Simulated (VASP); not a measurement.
Wanted: the native input for a VASP 6.6.1 run.

* Task: relaxation of cell and atoms
* Functional: PBEsol
* Potentials or basis: VASP PAW PBE potentials, release 64 (Nb_sv)
* Cutoff: 600 eV
* k mesh: 5 × 5 × 5
* Occupations: methfessel-paxton, width 0.05 eV
* Spin: no spin polarisation
* Dipole correction: no
* Further INCAR settings: ALGO = Normal; EDIFF = 1e-07; IBRION = 2; EDIFFG = -0.02; NSW = 80; ISIF = 3

The structure of Nb lies in POSCAR:

```
Nb
1.0
    3.2568070409      0.0000000000      0.0000000000
    0.0000000000      3.2568070409      0.0000000000
    0.0000000000      0.0000000000      3.2568070409
Nb
2
Direct
    0.0000000000      0.0000000000      0.0000000000
    0.5000000000      0.5000000000      0.5000000000
```

The input as run:

INCAR

```
PREC = Accurate
ENCUT = 600
EDIFF = 1E-7
ISMEAR = 1
SIGMA = 0.05
LREAL = False
LASPH = True
NELM = 80
ALGO = Normal
ISIF = 3
LWAVE = False
LCHARG = False
GGA = PS
IBRION = 2
NSW = 80
EDIFFG = -0.02
```

KPOINTS

```
regular mesh
0
Gamma
  5 5 5
```

Potentials or basis: VASP PAW PBE potentials, release 64 (Nb_sv).

Run with:

```bash
$ cat potpaw_PBE.64/Nb_sv/POTCAR > POTCAR
$ mpirun -np 1 vasp_std > vasp.out
```

Results of the run:

- Relaxed volume: 17.24 Å³/atom
- Relaxed cell: a = 3.255 Å, b = 3.255 Å, c = 3.255 Å, α = 90.00°, β = 90.00°, γ = 90.00°
- Space group after relaxing (to 0.1 Å): Im-3m (No. 229)
- Energy gained by relaxing: 0.0 meV/atom
- Ionic steps: 3
- Pressure after relaxing: 0.0 GPa
- Band gap on the k mesh: zero (bands 13 and 14 overlap by 1.65 eV)

Caveat: the k points lie up to 0.39 Å⁻¹ apart in the final cell, too coarse for converged energies and pressures of a metal; the PAW data sets were made with another functional, which shifts forces and pressure a little.

Run time: 46 s on 1 thread of Intel Xeon 8259CL, with other jobs on the host, peak memory 0.16 GiB.
